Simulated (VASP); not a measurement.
Crystal: ReSb2.

```
Re Sb
1.0
     4.51441    0.00000    0.00000
     0.00000    4.51441    0.00000
     0.00000    0.00000    6.38434
Re Sb
1 2
Direct
  0.00000 0.00000 0.00000
  0.50000 0.00000 0.25000
  0.00000 0.50000 0.75000
```

This cell differs from its parent crystal: atoms taken out.

```yaml
Program: VASP 6.6.1
Task: relaxation of cell and atoms
Functional: PBE
Potentials_or_basis: VASP PAW PBE potentials, release 64 (Re, Sb)
Cutoff: 600 eV
k_mesh: 4 × 4 × 4
Occupations: gaussian, width 0.1 eV
Spin: no spin polarisation
```

At the start: pressure -8.7 GPa; volume 43.37 Å³/atom.

**Question.** Where does the relaxation end?

**Answer.** Over 32 steps the energy falls by 612.4 meV/atom and the volume is 24.43 Å³/atom (-43.7 %); space group P-4m2 (No. 115, to 0.1 Å) before and after.

The path:
```
step  energy change (eV)  largest force (eV/Å)  pressure (GPa)  volume (Å³)
   1              0.0000                1.6846           -8.70       130.11
   2             -0.3644                2.7749           13.81        90.60
   3             -0.9677                0.1757           -0.50       105.08
   4             -0.9685                0.2347           -0.20       104.62
   5             -0.9682                0.2961            0.11       104.15
   6             -0.9763                0.2812            0.10       103.56
   7             -1.0029                0.2951            0.01       101.80
   8             -1.0897                0.2563           -0.65        98.24
   9             -1.3164                0.1441           -3.73        91.02
  10             -1.4112                2.0386           -8.01        76.35
  11             -1.4449                0.7548           -6.66        86.28
  12             -1.4646                0.9685           -7.22        84.54
  13             -1.4653                0.9725           -7.23        84.48
  14             -1.4674                0.9842           -7.25        84.30
  15             -1.4712                1.0057           -7.31        83.93
  16             -1.4784                1.0412           -7.43        83.19
  17             -1.4922                1.1010           -7.64        81.71
  18             -1.5155                1.3873           -7.86        78.76
  19             -1.5348                1.3602           -7.54        78.35
  20             -1.5874                1.2797           -6.55        77.11
  21             -1.6680                1.1118           -4.28        74.67
  22             -1.7146                0.7463            1.53        69.93
  23             -1.7188                0.8366            0.04        71.03
  24             -1.7261                0.7890            0.02        71.09
  25             -1.7461                0.6456            0.10        71.29
  26             -1.7770                0.3556            0.36        71.67
  27             -1.8030                0.2193            1.24        72.44
  28             -1.8189                0.0558            0.13        73.17
  29             -1.8259                0.2089           -1.68        74.49
  30             -1.8266                0.1548           -1.28        74.19
  31             -1.8328                0.0954           -0.80        73.84
  32             -1.8372                0.0108            0.03        73.29
```

Final structure:
```
Re Sb
1.0
     3.24072    0.00000    0.00000
     0.00000    3.24072    0.00000
     0.00000    0.00000    6.97812
Re Sb
1 2
Direct
  0.00000 0.00000 0.00000
  0.50000 0.00000 0.29798
  0.00000 0.50000 0.70202
```

Caveat: the cell differs from its parent crystal (atoms taken out); the volume moved by over 15 % at a fixed basis, so the end points are rough.
